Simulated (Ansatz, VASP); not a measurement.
One calculation of GaAs, two programs

File INCAR:

```
  PREC = Accurate
  ENCUT = 520
  EDIFF = 1E-6
  ISMEAR = -1
  SIGMA = 0.05
  LREAL = False
  LASPH = True
  NELM = 60
  ALGO = Normal
  ISIF = 2
  LWAVE = False
  LCHARG = True
  GGA = CA
  LELF = True
  LVHAR = True
  NBANDS = 16
```

File KPOINTS:

```
Automatic mesh
0
Gamma
  11 11 11
```

The input POSCAR:

```
GaAs
1.0
    0.0000000000      2.8822925071      2.8822925071
    2.8822925071      0.0000000000      2.8822925071
    2.8822925071      2.8822925071      0.0000000000
Ga As
1 1
Direct
    0.0000000000      0.0000000000      0.0000000000
    0.7500000000      0.7500000000      0.7500000000
```

Input for Ansatz:

```yaml
crystal:
  lattice:
    - [0.0, 2.8822925071, 2.8822925071]
    - [2.8822925071, 0.0, 2.8822925071]
    - [2.8822925071, 2.8822925071, 0.0]
  atoms:
    - { symbol: Ga, position: [0.0, 0.0, 0.0] }
    - { symbol: As, position: [0.75, 0.75, 0.75] }
kpoints:
  mp_grid: { grid: [11, 11, 11] }
  band_path:
    path:
      - [0.0, 0.0, 0.0]
      - [-0.5, -0.5, 0.0]
      - [-0.375, -0.375, 0.25]
      - [-0.375, 0.0, 0.375]
      - [0.0, 0.0, 0.0]
      - [0.0, 0.0, 0.5]
      - [-0.5, -0.25, 0.25]
      - [-0.5, -0.5, 0.0]
    npoints: 5
scf:
  occupations: { method: fermi_dirac, width: 0.05 }
hamiltonian:
  xc: lda
  pseudopotentials: { kind: all_electron, lapw: { basis_error: 0.0005 } }
output:
  forces: true
  stress: true
  eigenvalues: true
```

Change from the starting cell: volume scaled by 1.06.

Alike in both runs: task single point; functional LDA; k mesh 11 × 11 × 11; occupations fermi-dirac, width 0.05 eV; no spin polarisation.

|  | VASP | Ansatz |
| --- | --- | --- |
| version | VASP 6.6.1 | Ansatz 0.2.0 |
| potentials or method | VASP PAW LDA potentials, release 64 (Ga_d, As), cutoff 520 eV | all-electron LAPW, scalar-relativistic |

|  | VASP | Ansatz | Ansatz less VASP |
| --- | --- | --- | --- |
| pressure (GPa) | -4.9 | -5.1 | -0.19 |

LDA's correlation is that of Perdew and Zunger in VASP and of Perdew and Wang (1992) in Ansatz. Ansatz ran all-electron here, and VASP with PAW potentials.
